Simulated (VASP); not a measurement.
# HfO2 (Fm-3m) in VASP: notebook, part 2 of 2

VASP 6.6.1. Earlier steps stand in the parts before.

## (3) Single point, LDA (volume scaled by 0.98)

File INCAR:

```
SYSTEM = HfO2
PREC = Accurate
ENCUT = 520
EDIFF = 1E-6
ISMEAR = -1
SIGMA = 0.05
LREAL = .False.
LASPH = .True.
NELM = 100
ALGO = Normal
ISIF = 2
LWAVE = .False.
LCHARG = .True.
GGA = CA
LELF = .True.
LVHAR = .True.
NBANDS = 18
```

File KPOINTS:

```
regular mesh
0
Gamma
  9 9 9
  0 0 0
```

File POSCAR:

```
HfO2
1.0
    0.0000000000      2.5403350533      2.5403350533
    2.5403350533      0.0000000000      2.5403350533
    2.5403350533      2.5403350533      0.0000000000
Hf O
1 2
Direct
    0.0000000000      0.0000000000      0.0000000000
    0.7500000000      0.7500000000      0.7500000000
    0.2500000000      0.2500000000      0.2500000000
```

Potentials or basis: VASP PAW LDA potentials, release 64 (Hf_pv, O).

Started as:

```
cat potpaw_LDA.64/Hf_pv/POTCAR potpaw_LDA.64/O/POTCAR > POTCAR
mpirun -np 1 vasp_std > vasp.out
```

OUTCAR:

```text
SYSTEM = HfO2
   PREC = Accurate
   ENCUT = 520
   EDIFF = 1E-6
   ISMEAR = -1
   LREAL = .False.
   LASPH = .True.
   NELM = 100
   ISIF = 2
   GGA = CA

 ion  position               nearest neighbor table
   1  0.000  0.000  0.000-   2 2.20   2 2.20   2 2.20   2 2.20   3 2.20   3 2.20   3 2.20   3 2.20

   2  0.750  0.750  0.750-   1 2.20   1 2.20   1 2.20   1 2.20
   3  0.250  0.250  0.250-   1 2.20   1 2.20   1 2.20   1 2.20

  LATTYP: Found a face centered cubic cell.
 ALAT       =     5.0806701066

  Lattice vectors:

 A1 = (   0.0000000000,   2.5403350533,   2.5403350533)
 A2 = (   2.5403350533,   0.0000000000,   2.5403350533)
 A3 = (   2.5403350533,   2.5403350533,   0.0000000000)

Analysis of symmetry for initial positions (statically):
=====================================================================
 Subroutine PRICEL returns:
 Original cell was already a primitive cell.

 Routine SETGRP: Setting up the symmetry group for a
 face centered cubic supercell.

 Subroutine GETGRP returns: Found 48 space group operations
[... 9 lines left out ...]

 Routine SETGRP: Setting up the symmetry group for a
 face centered cubic supercell.

 Subroutine GETGRP returns: Found 48 space group operations
[... 11 lines left out ...]
                                     Primitive cell

  volume of cell :      32.7871

  direct lattice vectors                    reciprocal lattice vectors
     0.000000000  2.540335053  2.540335053    -0.196824430  0.196824430  0.196824430
     2.540335053  0.000000000  2.540335053     0.196824430 -0.196824430  0.196824430
     2.540335053  2.540335053  0.000000000     0.196824430  0.196824430 -0.196824430

  length of vectors
     3.592576285  3.592576285  3.592576285     0.340909914  0.340909914  0.340909914

  position of ions in fractional coordinates (direct lattice)
     0.000000000  0.000000000  0.000000000
     0.750000000  0.750000000  0.750000000
     0.250000000  0.250000000  0.250000000

  ion indices of the primitive-cell ions
   primitive index   ion index
[... 85 lines left out ...]
   PSTRESS=    0.0 pullay stress
   NELECT =      22.0000    total number of electrons
   NUPDOWN=      -1.0000    fix difference up-down
   EMIN   =  10.00;   EMAX   =-10.00  energy-range for DOS
   EFERMI =   0.00;   METHOD = LEGACY
   ISMEAR =    -1;   SIGMA  =   0.05  broadening in eV -4-tet -1-fermi 0-gaus
   EFERMI_NEDOS =   21; number of points for ismear=-14 and -15
   IALGO  =     38    algorithm
   IMIX   =      4    mixing-type and parameters
     AMIX     =   0.40;   BMIX     =  1.00
     AMIX_MAG =   1.60;   BMIX_MAG =  1.00
  volume/ion in A,a.u.               =      10.93        73.75
  Fermi-wavevector in a.u.,A,eV,Ry     =   1.433226  2.708405 27.948233  2.054137
  Thomas-Fermi vector in A             =   2.552767
   LORBIT       =      0    0 simple, 1 ext, 2 COOP (PROOUT), +10 PAW based schemes
   GGA     = CA    functional components
   LHFCALC =     F    Hartree Fock is set to
   AEXX    =    0.0000 exact exchange contribution
   IVDW    =     0    specifies the selected vdW correction
   LEPSILON=     F    determine dielectric tensor
   LRPA    =     F    only Hartree local field effects (RPA)
 non-spin polarized calculation
  energy-cutoff  :      520.00
  volume of cell :       32.79
 maximum number of plane-waves:       899
   NGX = 13   NGY = 13   NGZ = 13

 number of electron      21.9999991 magnetization

 Free energy of the ion-electron system (eV)
  ---------------------------------------------------
  ext. energy  EPLUGINS =         0.00000000
  ---------------------------------------------------
  free energy    TOTEN  =       -32.98136256 eV

  energy without entropy =      -32.98136256  energy(sigma->0) =      -32.98136256

 E-fermi :   5.0041     XC(G=0): -12.2798

 val. band max:        3.9466639966   @ k =  -0.4444   0.4444   0.0000
 cond. band min:       7.6363061152   @ k =   0.4444   0.4444   0.0000
 fundamental gap:      3.6896421186
 Fermi energy:         5.0040808183

 k-point     1 :       0.0000    0.0000    0.0000
  band No.  band energies     occupation
      1     -25.5228      2.00000
      2     -25.5228      2.00000
      3     -25.5228      2.00000
      4     -14.4360      2.00000
      5     -11.3065      2.00000
      6      -1.3699      2.00000
[... 481 lines left out ...]
      5     -12.2940      2.00000
      6      -2.3964      2.00000
[... 10 lines left out ...]
     17      15.7879      0.00000
     18      16.5547      0.00000

 [... further k-points ...]
[... 5 lines left out ...]
  --------------------------------------------------------------------------------------
  -------------------------------------------------------------------------------------
  Total       -3.0728446     -3.0728446     -3.0728446      0.0000000      0.0000000     -0.0000000
  in kB     -150.1578980   -150.1578980   -150.1578980      0.0000000      0.0000000     -0.0000000
  external PRESSURE =    -150.1578980 kB  Pullay stress =       0.0000000 kB

 VOLUME and BASIS-vectors are now :
 -----------------------------------------------------------------------------
  energy-cutoff  :      520.00
  volume of cell :       32.79
      direct lattice vectors                 reciprocal lattice vectors
     0.000000000  2.540335053  2.540335053    -0.196824430  0.196824430  0.196824430
     2.540335053  0.000000000  2.540335053     0.196824430 -0.196824430  0.196824430
     2.540335053  2.540335053  0.000000000     0.196824430  0.196824430 -0.196824430

 POSITION                                       TOTAL-FORCE (eV/Angst)
 -----------------------------------------------------------------------------------
      0.00000      0.00000      0.00000        -0.000000     -0.000000      0.000000
      3.81050      3.81050      3.81050         0.000000      0.000000     -0.000000
      1.27017      1.27017      1.27017        -0.000000      0.000000      0.000000
 -----------------------------------------------------------------------------------
    total drift:                                0.000000      0.000000      0.000000

  FREE ENERGIE OF THE ION-ELECTRON SYSTEM (eV)
  ---------------------------------------------------
  free  energy   TOTEN  =       -32.9813625614 eV

  energy  without entropy=      -32.9813625614  energy(sigma->0) =      -32.98136256
```

stdout:

```text
POSCAR found type information on POSCAR HfO
 POSCAR found :  2 types and       3 ions
 scaLAPACK will be used
 LDA part: xc-table for (Slater(with rela. corr.)+CA(PZ))
 , standard interpolation
 POSCAR, INCAR and KPOINTS ok, starting setup
 FFT: planning ... GRIDC
 FFT: planning ... GRID_SOFT
 FFT: planning ... GRID
 WAVECAR not read
 entering main loop
```

It took 8.1 s on 1 thread of Intel Xeon 6975P-C (Granite Rapids), shared host; peak memory 0.15 GiB.

What came out:

```yaml
Free_energy: -32.9814 eV
Pressure: -15.0 GPa
Band_gap_on_the_k_mesh: 3.69 eV, indirect (least direct gap 3.81 eV)
```

Caveat: spin-orbit coupling is left out, which moves the levels of the heavy elements.

## (4) Single point, PBEsol (volume scaled by 0.98)

File INCAR:

```
PREC = Accurate ; ENCUT = 520
EDIFF = 1E-7 ; ISMEAR = -1
SIGMA = 0.05 ; LREAL = F
LASPH = T ; NELM = 80
ALGO = Normal ; ISIF = 2
LWAVE = F ; LCHARG = F
GGA = PS ; NBANDS = 18
```

File KPOINTS:

```
regular mesh
0
Gamma
  9 9 9
```

POSCAR is that of step 3.

Potentials or basis: VASP PAW PBE potentials, release 64 (Hf_pv, O).

Started as:

```
cat potpaw_PBE.64/Hf_pv/POTCAR potpaw_PBE.64/O/POTCAR > POTCAR
mpirun -np 1 vasp_std > vasp.out
```

OUTCAR:

```text
PREC = Accurate
   ENCUT = 520
   EDIFF = 1E-7
   ISMEAR = -1
   LREAL = F
   LASPH = T
   NELM = 80
   ISIF = 2
   GGA = PS

 ion  position               nearest neighbor table
   1  0.000  0.000  0.000-   2 2.20   2 2.20   2 2.20   2 2.20   3 2.20   3 2.20   3 2.20   3 2.20

   2  0.750  0.750  0.750-   1 2.20   1 2.20   1 2.20   1 2.20
   3  0.250  0.250  0.250-   1 2.20   1 2.20   1 2.20   1 2.20

  LATTYP: Found a face centered cubic cell.
 ALAT       =     5.0806701066

  Lattice vectors:

[... 676 lines left out ...]
      6      -2.3097      2.00000
[... 10 lines left out ...]
     17      15.8735      0.00000
     18      17.5106      0.00000

 [... further k-points ...]
[... 5 lines left out ...]
  --------------------------------------------------------------------------------------
  -------------------------------------------------------------------------------------
  Total       -1.8535228     -1.8535228     -1.8535228     -0.0000000     -0.0000000      0.0000000
  in kB      -90.5744094    -90.5744094    -90.5744094     -0.0000000     -0.0000000      0.0000000
  external PRESSURE =     -90.5744094 kB  Pullay stress =       0.0000000 kB

 VOLUME and BASIS-vectors are now :
 -----------------------------------------------------------------------------
  energy-cutoff  :      520.00
  volume of cell :       32.79
      direct lattice vectors                 reciprocal lattice vectors
     0.000000000  2.540335053  2.540335053    -0.196824430  0.196824430  0.196824430
     2.540335053  0.000000000  2.540335053     0.196824430 -0.196824430  0.196824430
     2.540335053  2.540335053  0.000000000     0.196824430  0.196824430 -0.196824430

 POSITION                                       TOTAL-FORCE (eV/Angst)
 -----------------------------------------------------------------------------------
      0.00000      0.00000      0.00000         0.000000     -0.000000      0.000000
      3.81050      3.81050      3.81050        -0.000000     -0.000000     -0.000000
      1.27017      1.27017      1.27017         0.000000      0.000000      0.000000
 -----------------------------------------------------------------------------------
    total drift:                                0.000000      0.000000      0.000000

  FREE ENERGIE OF THE ION-ELECTRON SYSTEM (eV)
  ---------------------------------------------------
  free  energy   TOTEN  =       -31.6049784199 eV

  energy  without entropy=      -31.6049784198  energy(sigma->0) =      -31.60497842
```

OSZICAR:

```text
N       E                     dE             d eps       ncg     rms          rms(c)
DAV:   1     0.883596826007E+02    0.88360E+02   -0.12627E+04  1260   0.121E+03
DAV:   2    -0.330667880672E+02   -0.12143E+03   -0.11881E+03  1598   0.287E+02
DAV:   3    -0.368521944630E+02   -0.37854E+01   -0.37726E+01  1472   0.448E+01
DAV:   4    -0.368735344944E+02   -0.21340E-01   -0.21335E-01  1526   0.376E+00
DAV:   5    -0.368736656872E+02   -0.13119E-03   -0.13119E-03  1466   0.274E-01    0.484E+01
DAV:   6    -0.317903639973E+02    0.50833E+01   -0.18281E+01  1294   0.303E+01    0.416E+01
DAV:   7    -0.316583439929E+02    0.13202E+00   -0.65187E-01  1436   0.668E+00    0.285E+01
DAV:   8    -0.316263914357E+02    0.31953E-01   -0.28604E-01  1388   0.477E+00    0.869E+00
DAV:   9    -0.316050680308E+02    0.21323E-01   -0.62172E-02  1332   0.210E+00    0.282E+00
DAV:  10    -0.316049672160E+02    0.10081E-03   -0.29544E-03  1448   0.409E-01    0.166E-01
DAV:  11    -0.316049744862E+02   -0.72703E-05   -0.14530E-04  1398   0.102E-01    0.170E-01
DAV:  12    -0.316049779794E+02   -0.34932E-05   -0.16957E-05  1410   0.290E-02    0.905E-03
DAV:  13    -0.316049783766E+02   -0.39716E-06   -0.60937E-07  1516   0.602E-03    0.171E-03
DAV:  14    -0.316049784199E+02   -0.43270E-07   -0.48234E-08  1142   0.144E-03
   1 F= -.31604978E+02 E0= -.31604978E+02  d E =-.651140E-10
```

stdout:

```text
POSCAR found type information on POSCAR HfO
 POSCAR found :  2 types and       3 ions
 scaLAPACK will be used
 -----------------------------------------------------------------------------
|                                                                             |
|                                                                             |
|     You enforced a specific xc type in the INCAR file but a different       |
|     I HOPE YOU KNOW WHAT YOU ARE DOING!                                     |
|                                                                             |
 -----------------------------------------------------------------------------

 LDA part: xc-table for (Slater+PW92), standard interpolation
 POSCAR, INCAR and KPOINTS ok, starting setup
 FFT: planning ... GRIDC
 FFT: planning ... GRID_SOFT
 FFT: planning ... GRID
 WAVECAR not read
 entering main loop
```

Run time: 9.7 s. Hardware: 1 thread of Intel Xeon 6975P-C (Granite Rapids), shared host; peak memory 0.17 GiB.

Results:

- Free energy: -31.6050 eV
- Pressure: -9.1 GPa
- Band gap on the k mesh: 3.77 eV, indirect (least direct gap 3.89 eV)

Caveat: the PAW data sets were made with another functional, which shifts forces and pressure a little; spin-orbit coupling is left out, which moves the levels of the heavy elements. A k mesh can miss the band edges.

## (5) Single point, LDA (volume scaled by 1.02)

File INCAR:

```
  PREC = Accurate
  ENCUT = 520
  EDIFF = 1E-6
  ISMEAR = -1
  SIGMA = 0.05
  LREAL = F
  LASPH = T
  NELM = 100
  ALGO = Normal
  ISIF = 2
  LWAVE = F
  LCHARG = T
  GGA = CA
  LELF = T
  LVHAR = T
  NBANDS = 18
```

File KPOINTS:

```
Automatic mesh
0
Gamma
  9 9 9
```

File POSCAR:

```
HfO2
1.0
    0.0000000000      2.5744375797      2.5744375797
    2.5744375797      0.0000000000      2.5744375797
    2.5744375797      2.5744375797      0.0000000000
Hf O
1 2
Direct
    0.0000000000      0.0000000000      0.0000000000
    0.7500000000      0.7500000000      0.7500000000
    0.2500000000      0.2500000000      0.2500000000
```

Potentials or basis: VASP PAW LDA potentials, release 64 (Hf_pv, O).

Started as:

```
cat potpaw_LDA.64/Hf_pv/POTCAR potpaw_LDA.64/O/POTCAR > POTCAR
mpirun -np 1 vasp_std > vasp.out
```

It took 8.5 s on 1 thread of Intel Xeon 6975P-C (Granite Rapids), shared host; peak memory 0.15 GiB.

The run converged. Its results:

| Property | Result |
| --- | --- |
| Free energy | -32.8226 eV |
| Pressure | -23.1 GPa |
| Band gap on the k mesh | 3.58 eV, indirect (least direct gap 3.69 eV) |

Levels at points of the mesh, in eV from the valence-band top:
```tsv
k point	band 9	band 10	band 11	band 12	band 13	band 14
(0.00, 0.00, 0.00)	-0.54	-0.54	-0.54	3.62	3.62	5.37
```

Caveat: spin-orbit coupling is left out, which moves the levels of the heavy elements.

## (6) Summary

| level | potentials or basis | cell | gap on the mesh (eV) | pressure (GPa) |
| --- | --- | --- | --- | --- |
| PBEsol | VASP PAW PBE potentials, release 64 (Hf_pv, O) | a = 3.568 Å, angles 60.0°, 3 atoms | 3.82 | -4.0 |
| LDA | VASP PAW LDA potentials, release 64 (Hf_pv, O) | a = 3.593 Å, angles 60.0°, 3 atoms | 3.69 | -15.0 |
| PBEsol | VASP PAW PBE potentials, release 64 (Hf_pv, O) | a = 3.593 Å, angles 60.0°, 3 atoms | 3.77 | -9.1 |
| LDA | VASP PAW LDA potentials, release 64 (Hf_pv, O) | a = 3.641 Å, angles 60.0°, 3 atoms | 3.58 | -23.1 |

Alike in all rows: task single point; no spin polarisation; k mesh 9 × 9 × 9; cutoff (eV) 520; smearing fermi-dirac 0.05 eV.

Caveats: spin-orbit coupling is left out, which moves the levels of the heavy elements; the PAW data sets were made with another functional, which shifts forces and pressure a little (some runs).

Total energies depend on the potentials used, so only differences within one code and one set of settings carry meaning.
